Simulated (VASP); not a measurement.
Set up this calculation in VASP 6.6.1, as the native input.

* Task: single point
* Functional: r2SCAN
* Potentials or basis: VASP PAW PBE potentials, release 64 (B, N)
* Cutoff: 520 eV
* k mesh: 12 × 12 × 4
* Occupations: fermi-dirac, width 0.1 eV
* Spin: no spin polarisation
* Dipole correction: no
* Further INCAR settings: ALGO = Normal; EDIFF = 1e-06; NBANDS = 16

The system is BN.

```
CELL_PARAMETERS angstrom
2.49824 0.00000 0.00000
-1.24912 2.16354 0.00000
0.00000 0.00000 6.63570
ATOMIC_POSITIONS crystal
B 0.33333 0.66667 0.25000
B 0.66667 0.33333 0.75000
N 0.33333 0.66667 0.75000
N 0.66667 0.33333 0.25000
```

The input as run:

POSCAR

```
BN
1.0
    2.4982400000      0.0000000000      0.0000000000
   -1.2491200000      2.1635393048      0.0000000000
    0.0000000000      0.0000000000      6.6357000000
B N
2 2
Direct
    0.3333330000      0.6666670000      0.2500000000
    0.6666670000      0.3333330000      0.7500000000
    0.3333330000      0.6666670000      0.7500000000
    0.6666670000      0.3333330000      0.2500000000
```

INCAR.step1

```
SYSTEM = BN
PREC = Accurate ; ENCUT = 520
ISMEAR = -1 ; SIGMA = 0.1
LREAL = .FALSE. ; LASPH = .TRUE.
NELM = 60 ; NBANDS = 16
GGA = PE ; ALGO = Normal
EDIFF = 1E-4 ; LWAVE = .TRUE.
LCHARG = .FALSE.
```

INCAR.step2

```
SYSTEM = BN
PREC = Accurate ; ENCUT = 520
EDIFF = 1E-6 ; ISMEAR = -1
SIGMA = 0.1 ; LREAL = .FALSE.
LASPH = .TRUE. ; NELM = 60
ALGO = Normal ; ISIF = 2
LWAVE = .FALSE. ; LCHARG = .FALSE.
METAGGA = R2SCAN ; LMIXTAU = .TRUE.
NBANDS = 16 ; ISTART = 1
```

KPOINTS

```
regular mesh
0
G
  12 12 4
  0 0 0
```

Potentials or basis: VASP PAW PBE potentials, release 64 (B, N).

Command:

```bash
$ cat potpaw_PBE.64/B/POTCAR potpaw_PBE.64/N/POTCAR > POTCAR
$ cp INCAR.step1 INCAR
$ mpirun -np 1 vasp_std > vasp.out
$ cp INCAR.step2 INCAR
$ mpirun -np 1 vasp_std > vasp.out
```

It gave:

```json
{"Pressure": "1.5 GPa", "Band gap on the k mesh": "4.89 eV, indirect (least direct gap 5.32 eV)"}
```

Caveat: the PAW data sets were made with another functional, which shifts forces and pressure a little.

It took 91 s on 1 thread of AMD EPYC 7R13 Processor (Zen 3) (shared host), peak memory 0.13 GiB.
